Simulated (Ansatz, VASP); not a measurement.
**Two plane-wave programs on LaNb2N2**

```
La Nb N
1.0
     4.33776    0.00000    0.00000
    -2.16888    3.75661    0.00000
     0.00000    0.00000    5.99273
La Nb N
1 2 2
Direct
  0.00000 0.00000 0.50000
  0.33333 0.66667 0.00000
  0.66667 0.33333 0.00000
  0.00000 0.00000 0.88905
  0.00000 0.00000 0.11095
```

Alike in both runs: functional PBE; k mesh 6 × 6 × 4; occupations gaussian, width 0.1 eV; no spin polarisation.

Ansatz relaxed the structure, and its values are those at the end. VASP's run is a single point on that final structure, the one shown.

```csv
,VASP,Ansatz
version,VASP 6.6.1,Ansatz 0.2.0
potentials or method,"VASP PAW PBE potentials, release 64 (La, Nb_sv, N), cutoff 520 eV","scalar-relativistic, plane waves, PAW"
valence electrons in the cell,47,47
```

|  | VASP | Ansatz | Ansatz less VASP |
| --- | --- | --- | --- |
| gap on the k mesh at the Fermi level (eV) | none | none | - |
| pressure (GPa) | 0.1 | 0.2 | +0.08 |
| rms of the force components (eV/Å) | 0.054 | 0.003 | -0.0510 |

A gap of «none» marks a metal or a gap that the smearing closes.

Neither program's run includes spin-orbit coupling.
